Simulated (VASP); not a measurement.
# SnO3 (P-1) in VASP: single point with PBE

Aim: the single point of SnO3 with PBE.

All numbers are computed with VASP 6.6.1; they aren't measurements. Logs are shortened: lines on timing, memory, paths and dates and some standing lists are left out, and cuts for length are marked.

## 1. The cell of the first run

The typed cell holds 8 atoms: a = 3.440 Å, b = 4.095 Å, c = 8.214 Å, α = 77.78°, β = 89.16°, γ = 87.25°.

## 2. Single point, PBE

INCAR reads:

```
PREC = Accurate
ENCUT = 520
EDIFF = 1E-6
ISMEAR = 0
SIGMA = 0.02
LREAL = False
LASPH = True
NELM = 100
ALGO = Normal
ISIF = 2
LWAVE = False
LCHARG = False
GGA = PE
NBANDS = 42
```

KPOINTS reads:

```
Automatic mesh
0
Gamma
  8 8 4
```

POSCAR reads:

```
SnO3
1.0
    3.4401125161      0.0010705505     -0.0054596604
    0.1951043583      4.0879901670      0.1352264876
    0.1332510228      1.4680419225      8.0808917768
Sn O
2 6
Direct
    0.2517763036      0.3101930953      0.3586822134
    0.7482236964      0.6898069047      0.6413177866
    0.8386270990      0.5484067100      0.1969798568
    0.6672068037      0.2109926536      0.1960736572
    0.7495655306      0.2344434949      0.5362274007
    0.1613729010      0.4515932900      0.8030201432
    0.3327931963      0.7890073464      0.8039263428
    0.2504344694      0.7655565051      0.4637725993
```

Potentials or basis: VASP PAW PBE potentials, release 64 (Sn_d, O).

Command:

```
cat potpaw_PBE.64/Sn_d/POTCAR potpaw_PBE.64/O/POTCAR > POTCAR
mpirun -np 1 vasp_std > vasp.out
```

OUTCAR:

```text
PREC = Accurate
   ENCUT = 520
   EDIFF = 1E-6
   ISMEAR = 0
   LREAL = False
   LASPH = True
   NELM = 100
   ISIF = 2
   GGA = PE

 ion  position               nearest neighbor table
   1  0.252  0.310  0.359-   4 2.03   3 2.03   8 2.21   8 2.21   5 2.23   5 2.23   3 2.52   4 2.53
                             2 3.46   2 3.46   2 3.55   2 3.56
   2  0.748  0.690  0.641-   7 2.03   6 2.03   5 2.21   5 2.21   8 2.23   8 2.23   6 2.52   7 2.53
                             1 3.46   1 3.46   1 3.55   1 3.56
   3  0.839  0.548  0.197-   4 1.53   1 2.03   1 2.52
   4  0.667  0.211  0.196-   3 1.53   1 2.03   1 2.53
   5  0.750  0.234  0.536-   2 2.21   2 2.21   1 2.23   1 2.23
   6  0.161  0.452  0.803-   7 1.53   2 2.03   2 2.52
   7  0.333  0.789  0.804-   6 1.53   2 2.03   2 2.53
   8  0.250  0.766  0.464-   1 2.21   1 2.21   2 2.23   2 2.23

  LATTYP: Found a triclinic cell.
 ALAT       =     4.0948767404
 B/A-ratio  =     2.0432099711
 C/A-ratio  =     0.8401027023
 COS(alpha) =     0.0089974369
 COS(beta)  =     0.0479041665
 COS(gamma) =     0.2816043130

  Lattice vectors:

 A1 = (  -0.1951043583,  -4.0879901670,  -0.1352264876)
 A2 = (  -0.0618533355,  -2.6199482445,   7.9456652892)
 A3 = (  -3.4401125161,  -0.0010705505,   0.0054596604)

Analysis of symmetry for initial positions (statically):
=====================================================================
 Subroutine PRICEL returns:
 Original cell was already a primitive cell.

 Routine SETGRP: Setting up the symmetry group for a
 triclinic supercell.

 Subroutine GETGRP returns: Found  2 space group operations
 (whereof  2 operations were pure point group operations)
 out of a pool of  2 trial point group operations.

The static configuration has the point symmetry S_2 .

Analysis of symmetry for dynamics (positions and initial velocities):
=====================================================================
 Subroutine PRICEL returns:
 Original cell was already a primitive cell.

 Routine SETGRP: Setting up the symmetry group for a
 triclinic supercell.

 Subroutine GETGRP returns: Found  2 space group operations
 (whereof  2 operations were pure point group operations)
 out of a pool of  2 trial point group operations.

The dynamic configuration has the point symmetry S_2 .

 Subroutine INISYM returns: Found  2 space group operations
 (whereof  2 operations are pure point group operations),
 and found     1 'primitive' translations

----------------------------------------------------------------------------------------

                                     Primitive cell

  volume of cell :     112.9596

  direct lattice vectors                    reciprocal lattice vectors
     3.440112516  0.001070550 -0.005459660     0.290688831 -0.013797839 -0.002286725
     0.195104358  4.087990167  0.135226488    -0.000147540  0.246104887 -0.044707025
     0.133251023  1.468041923  8.080891777     0.000198866 -0.004127667  0.124495305

  length of vectors
     3.440117015  4.094876740  8.214238542     0.291025095  0.250132676  0.124563872

  position of ions in fractional coordinates (direct lattice)
     0.251776304  0.310193095  0.358682213
     0.748223696  0.689806905  0.641317787
     0.838627099  0.548406710  0.196979857
     0.667206804  0.210992654  0.196073657
     0.749565531  0.234443495  0.536227401
     0.161372901  0.451593290  0.803020143
     0.332793196  0.789007346  0.803926343
     0.250434469  0.765556505  0.463772599

  ion indices of the primitive-cell ions
   primitive index   ion index
                 1           1
                 2           2
                 3           3
                 4           4
                 5           5
                 6           6
                 7           7
                 8           8

----------------------------------------------------------------------------------------

 KPOINTS: Automatic mesh

Automatic generation of k-mesh.
 Grid dimensions read from file:
 generate k-points for:    8    8    4

 Generating k-lattice:

  Cartesian coordinates                     Fractional coordinates (reciprocal lattice)
     0.036336104 -0.001724730 -0.000285841     0.125000000 -0.000000000  0.000000000
    -0.000018442  0.030763111 -0.005588378    -0.000000000  0.125000000  0.000000000
     0.000049716 -0.001031917  0.031123826     0.000000000  0.000000000  0.250000000

  Length of vectors
     0.036378137  0.031266584  0.031140968

  Shift w.r.t. Gamma in fractional coordinates (k-lattice)
     0.000000000  0.000000000  0.000000000

 Subroutine IBZKPT returns following result:
 ===========================================

 Found    132 irreducible k-points:

 Following reciprocal coordinates:
            Coordinates               Weight
  0.000000  0.000000  0.000000      1.000000
  0.125000  0.000000  0.000000      2.000000
  0.250000  0.000000  0.000000      2.000000
  0.375000  0.000000 -0.000000      2.000000
  0.500000  0.000000  0.000000      1.000000
 -0.000000  0.125000 -0.000000      2.000000
[... 16 lines left out ...]
  0.125000  0.375000 -0.000000      2.000000
  0.250000  0.375000 -0.000000      2.000000
 [... further k-points ...]
   k-points           NKPTS =    132   k-points in BZ     NKDIM =    132   number of bands    NBANDS=     42
   number of dos      NEDOS =    301   number of ions     NIONS =      8
   total plane-waves  NPLWV =  53760
   dimension x,y,z NGX =    28 NGY =   30 NGZ =   64
   dimension x,y,z NGXF=    56 NGYF=   60 NGZF=  128
   ions per type =               2   6
   NGX,Y,Z   is equivalent  to a cutoff of  13.53, 12.18, 12.95 a.u.
   NGXF,Y,Z  is equivalent  to a cutoff of  27.06, 24.36, 25.91 a.u.
 SYSTEM =  unknown system
   PREC   = accura    normal or accurate (medium, high low for compatibility)
   ISTART =      0    job   : 0-new  1-cont  2-samecut
   ICHARG =      2    charge: 1-file 2-atom 10-const
   ISPIN  =      1    spin polarized calculation?
   LNONCOLLINEAR =      F non collinear calculations
   LSORBIT =      F    spin-orbit coupling
   LASPH  =      T    aspherical Exc in radial PAW
   ENCUT  =  520.0 eV  38.22 Ry    6.18 a.u.   6.40  7.61 15.27*2*pi/ulx,y,z
   NELM   =    100;   NELMIN=  2; NELMDL= -5     # of ELM steps
   EDIFF  = 0.1E-05   stopping-criterion for ELM
   LREAL  =      F    real-space projection
   EDIFFG = 0.1E-04   stopping-criterion for IOM
   NSW    =      0    number of steps for IOM
   IBRION =     -1    ionic relax: 0-MD 1-quasi-New 2-CG
   NFREE  =      0    steps in history (QN), initial steepest desc. (CG)
   ISIF   =      2    stress and relaxation
   ISYM   =      2    0-nonsym 1-usesym 2-fastsym
   POTIM  = 0.5000    time-step for ionic-motion
   TEBEG  =    0.0;   TEEND  =   0.0 temperature during run
   PSTRESS=    0.0 pullay stress
   NELECT =      64.0000    total number of electrons
   NUPDOWN=      -1.0000    fix difference up-down
   EMIN   =  10.00;   EMAX   =-10.00  energy-range for DOS
   EFERMI =   0.00;   METHOD = LEGACY
   ISMEAR =     0;   SIGMA  =   0.02  broadening in eV -4-tet -1-fermi 0-gaus
   EFERMI_NEDOS =   21; number of points for ismear=-14 and -15
   IALGO  =     38    algorithm
   IMIX   =      4    mixing-type and parameters
     AMIX     =   0.40;   BMIX     =  1.00
     AMIX_MAG =   1.60;   BMIX_MAG =  1.00
  volume/ion in A,a.u.               =      14.12        95.29
  Fermi-wavevector in a.u.,A,eV,Ry     =   1.354650  2.559918 24.967737  1.835077
  Thomas-Fermi vector in A             =   2.481804
   LORBIT       =      0    0 simple, 1 ext, 2 COOP (PROOUT), +10 PAW based schemes
   GGA     = PE    functional components
   LHFCALC =     F    Hartree Fock is set to
   AEXX    =    0.0000 exact exchange contribution
   IVDW    =     0    specifies the selected vdW correction
   LEPSILON=     F    determine dielectric tensor
   LRPA    =     F    only Hartree local field effects (RPA)
 non-spin polarized calculation
 Gauss-broadening in eV      SIGMA  =   0.02
  energy-cutoff  :      520.00
  volume of cell :      112.96
 maximum number of plane-waves:      3065
 NGX is ok and might be reduce to    28
   NGX = 13   NGY = 15   NGZ = 31

 number of electron      63.9999977 magnetization

 Free energy of the ion-electron system (eV)
  ---------------------------------------------------
  ext. energy  EPLUGINS =         0.00000000
  ---------------------------------------------------
  free energy    TOTEN  =       -43.24551693 eV

  energy without entropy =      -43.24551693  energy(sigma->0) =      -43.24551693

 E-fermi :   3.3117     XC(G=0):  -9.6242

 val. band max:        3.1798453838   @ k =   0.0000   0.0000   0.0000
 cond. band min:       3.7836957961   @ k =   0.0000   0.0000   0.0000
 fundamental gap:      0.6038504123
 Fermi energy:         3.3117114499

 k-point     1 :       0.0000    0.0000    0.0000
  band No.  band energies     occupation
      1     -18.9410      2.00000
      2     -18.7246      2.00000
      3     -18.3109      2.00000
      4     -18.2347      2.00000
      5     -18.2111      2.00000
      6     -18.1641      2.00000
[... 34 lines left out ...]
     41      12.8805      0.00000
     42      13.2253      0.00000

 k-point     2 :       0.1250    0.0000    0.0000
  band No.  band energies     occupation
      1     -18.9062      2.00000
      2     -18.7771      2.00000
      3     -18.4839      2.00000
      4     -18.2496      2.00000
      5     -18.2131      2.00000
      6     -18.1604      2.00000
[... 34 lines left out ...]
     41      12.2351      0.00000
     42      13.6815      0.00000

 k-point     3 :       0.2500    0.0000    0.0000
  band No.  band energies     occupation
      1     -18.9349      2.00000
      2     -18.9125      2.00000
      3     -18.6341      2.00000
      4     -18.2598      2.00000
      5     -18.1981      2.00000
      6     -18.1559      2.00000
[... 34 lines left out ...]
     41      11.8768      0.00000
     42      13.2065      0.00000

 k-point     4 :       0.3750    0.0000   -0.0000
  band No.  band energies     occupation
      1     -19.0871      2.00000
      2     -19.0659      2.00000
      3     -18.5225      2.00000
      4     -18.2987      2.00000
      5     -18.1816      2.00000
      6     -18.1527      2.00000
[... 844 lines left out ...]
     41      12.5671      0.00000
     42      13.3238      0.00000

 k-point    23 :       0.1250    0.3750   -0.0000
  band No.  band energies     occupation
      1     -18.8059      2.00000
      2     -18.7763      2.00000
      3     -18.4797      2.00000
      4     -18.3654      2.00000
      5     -18.2127      2.00000
      6     -18.1911      2.00000
[... 34 lines left out ...]
     41      12.5238      0.00000
     42      12.9850      0.00000

 k-point    24 :       0.2500    0.3750   -0.0000
  band No.  band energies     occupation
      1     -18.8993      2.00000
      2     -18.8927      2.00000
      3     -18.4988      2.00000
      4     -18.3935      2.00000
      5     -18.2333      2.00000
      6     -18.1815      2.00000
[... 34 lines left out ...]
     41      11.8765      0.00000
     42      13.0798      0.00000

 [... further k-points ...]

------------------------ aborting loop because EDIFF is reached ----------------------------------------

  FORCE on cell =-STRESS in cart. coord.  units (eV):
  Direction    XX          YY          ZZ          XY          YZ          ZX
  --------------------------------------------------------------------------------------
  -------------------------------------------------------------------------------------
  Total        0.4690756      0.5024846      0.2373469      0.0579975      0.0397348     -0.0010231
  in kB        6.6531961      7.1270581      3.3664413      0.8226147      0.5635841     -0.0145111
  external PRESSURE =       5.7155652 kB  Pullay stress =       0.0000000 kB

 VOLUME and BASIS-vectors are now :
 -----------------------------------------------------------------------------
  energy-cutoff  :      520.00
  volume of cell :      112.96
      direct lattice vectors                 reciprocal lattice vectors
     3.440112516  0.001070550 -0.005459660     0.290688831 -0.013797839 -0.002286725
     0.195104358  4.087990167  0.135226488    -0.000147540  0.246104887 -0.044707025
     0.133251023  1.468041923  8.080891777     0.000198866 -0.004127667  0.124495305

 POSITION                                       TOTAL-FORCE (eV/Angst)
 -----------------------------------------------------------------------------------
      0.97445      1.79490      2.93904         0.000290     -0.002354      0.016407
      2.79401      3.76221      5.27161        -0.000290      0.002354     -0.016407
      3.01822      2.53195      1.66135         0.015563      0.170129     -0.040777
      2.36256      1.15109      1.60934        -0.015349     -0.166643     -0.053146
      2.69578      1.74641      4.36081        -0.000522     -0.000930      0.007505
      0.75025      3.02515      6.54931        -0.015563     -0.170129      0.040777
      1.40591      4.40601      6.60132         0.015349      0.166643      0.053146
      1.07268      3.81069      3.84985         0.000522      0.000930     -0.007505
 -----------------------------------------------------------------------------------
    total drift:                                0.000000      0.000000      0.000000

  FREE ENERGIE OF THE ION-ELECTRON SYSTEM (eV)
  ---------------------------------------------------
  free  energy   TOTEN  =       -43.2455169254 eV

  energy  without entropy=      -43.2455169254  energy(sigma->0) =      -43.24551693
```

It took 6.4 min on 1 thread of Intel Xeon Platinum 8488C (Sapphire Rapids), shared host; peak memory 0.55 GiB.

What came out:

```
Free energy            : -43.2455 eV
Pressure               : 0.6 GPa
Largest force          : 0.176 eV/Å
Band gap on the k mesh : 0.60 eV, direct
```

Forces in eV/Å, atoms in the order of the input:
```
Sn   0.000 -0.002  0.016
Sn   0.000  0.002 -0.016
O    0.016  0.170 -0.041
O   -0.015 -0.167 -0.053
O   -0.001 -0.001  0.008
O   -0.016 -0.170  0.041
O    0.015  0.167  0.053
O    0.001  0.001 -0.008
```

Stress tensor (GPa, compression positive):
```
0.67 0.08 0.00
0.08 0.71 0.06
0.00 0.06 0.34
```

Levels at points of the mesh, in eV from the valence-band top:
```tsv
k point	band 28	band 29	band 30	band 31	band 32	band 33	band 34	band 35	band 36	band 37
(0.00, 0.00, 0.00)	-2.41	-1.51	-1.39	-0.39	0.00	0.60	2.30	4.45	4.48	5.68
(0.50, 0.00, 0.00)	-2.72	-0.70	-0.68	-0.29	-0.26	2.96	2.97	4.30	4.30	7.32
(0.00, 0.50, 0.00)	-3.09	-1.00	-0.92	-0.48	-0.30	2.81	2.86	3.49	3.55	6.26
(0.50, 0.50, 0.00)	-2.13	-0.62	-0.36	-0.33	-0.28	3.21	3.38	3.97	4.32	5.43
(0.00, 0.00, 0.50)	-2.41	-1.48	-1.36	-0.30	-0.10	0.74	2.25	4.45	4.49	5.36
(0.50, 0.00, 0.50)	-2.63	-0.70	-0.68	-0.29	-0.27	2.96	2.97	4.32	4.32	7.35
(0.00, 0.50, 0.50)	-3.08	-0.99	-0.91	-0.49	-0.31	2.83	2.89	3.45	3.53	6.25
(0.50, 0.50, 0.50)	-2.14	-0.67	-0.34	-0.33	-0.25	3.20	3.37	3.98	4.31	5.43
```

Caveat: spin-orbit coupling is left out, which moves the levels of the heavy elements. A k mesh can miss the band edges.
